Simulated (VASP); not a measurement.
A run of VASP 6.6.1:

INCAR

```
SYSTEM = Mo
PREC = Accurate
ENCUT = 520
EDIFF = 1E-7
ISMEAR = 0
SIGMA = 0.1
LREAL = .FALSE.
LASPH = .TRUE.
NELM = 60
ALGO = Normal
ISIF = 2
LWAVE = .FALSE.
LCHARG = .TRUE.
GGA = CA
LELF = .TRUE.
LVHAR = .TRUE.
NBANDS = 13
```

File KPOINTS:

```
Automatic mesh
0
G
  18 18 18
  0 0 0
```

Contents of POSCAR:

```
Mo
1.0
   -1.5556839031      1.5556839031      1.5556839031
    1.5556839031     -1.5556839031      1.5556839031
    1.5556839031      1.5556839031     -1.5556839031
Mo
1
Direct
    0.0000000000      0.0000000000      0.0000000000
```

Potentials or basis: VASP PAW LDA potentials, release 64 (Mo_sv).

The run is started by

```bash
$ cat potpaw_LDA.64/Mo_sv/POTCAR > POTCAR
$ mpirun -np 1 vasp_std > vasp.out
```

Hardware: 1 thread of Intel(R) Xeon(R) Platinum 8375C CPU @ 2.90GHz (Ice Lake) (shared host).

Q: Estimate the wall time of this run.

A: It took 24 s on 1 thread of Intel(R) Xeon(R) Platinum 8375C CPU @ 2.90GHz (Ice Lake), with other jobs on the host, peak memory 0.14 GiB. Counts: scf iterations 11, k points 195.
